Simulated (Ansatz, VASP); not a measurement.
# BF: VASP beside Ansatz

```
B F
1.0
     2.87162   -1.66021   -0.05525
     2.87162    1.66021   -0.05525
    -1.72063    0.00000    5.20125
B F
2 2
Direct
  0.00000 0.50000 0.00000
  0.50000 0.00000 0.50000
  0.75005 0.24995 0.25000
  0.24995 0.75005 0.75000
```

Change from the starting cell: species swapped into the AgO type (C2/c, No. 15).

Alike in both runs: functional PBE; k mesh 8 × 8 × 4; occupations gaussian, width 0.2 eV; no spin polarisation.

Ansatz relaxed the structure, and its values are those at the end. VASP's run is a single point on that final structure, the one shown.

|  | VASP | Ansatz |
| --- | --- | --- |
| version | VASP 6.6.1 | Ansatz 0.2.0 |
| potentials or method | VASP PAW PBE potentials, release 64 (B, F), cutoff 520 eV | scalar-relativistic, plane waves, PAW |
| valence electrons in the cell | 20 | 20 |

VASP gave:

```
gap on the k mesh at the Fermi level (eV) : none
pressure (GPa)                            : 0.1
```

**Question.** Estimate Ansatz's values.

**Answer.** gap on the k mesh at the Fermi level (eV): none; pressure (GPa): 0.5.

A gap of «none» marks a metal or a gap that the smearing closes.
